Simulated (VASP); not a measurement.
Here is a VASP 6.6.1 calculation.

File POSCAR:

```
MgO
1.0
    0.0000000000      2.1021680256      2.1021680256
    2.1021680256      0.0000000000      2.1021680256
    2.1021680256      2.1021680256      0.0000000000
Mg O
1 1
Direct
    0.0000000000      0.0000000000      0.0000000000
    0.5000000000      0.5000000000      0.5000000000
```

File INCAR.step1:

```
ALGO = Normal
EDIFF = 1E-5
ENCUT = 520
GGA = PE
ISIF = 2
ISMEAR = 0
LASPH = True
LCHARG = False
LREAL = False
LWAVE = True
NBANDS = 11
NELM = 80
PREC = Accurate
SIGMA = 0.01
```

The input INCAR.step2:

```
AEXX = 0.3
ALGO = Normal
EDIFF = 1E-7
ENCUT = 520
GGA = PE
HFSCREEN = 0.2078
ISIF = 2
ISMEAR = 0
ISTART = 1
LASPH = True
LCHARG = False
LHFCALC = True
LREAL = False
LWAVE = False
NBANDS = 11
NELM = 80
PREC = Accurate
PRECFOCK = Normal
SIGMA = 0.01
```

KPOINTS

```
k-points
0
Gamma
  6 6 6
```

Potentials or basis: VASP PAW PBE potentials, release 64 (Mg, O).

The run is started by

```console
$ cat potpaw_PBE.64/Mg/POTCAR potpaw_PBE.64/O/POTCAR > POTCAR
$ cp INCAR.step1 INCAR
$ mpirun -np 1 vasp_std > vasp.out
$ cp INCAR.step2 INCAR
$ mpirun -np 1 vasp_std > vasp.out
```

(1) What does it give for the pressure?

(2) Predict the band gap on the k mesh.

Results:

(1) -1.7 GPa.

(2) 6.85 eV.

Caveat: the k points lie up to 0.43 Å⁻¹ apart; the PAW data sets were made with another functional, which shifts forces and pressure a little.
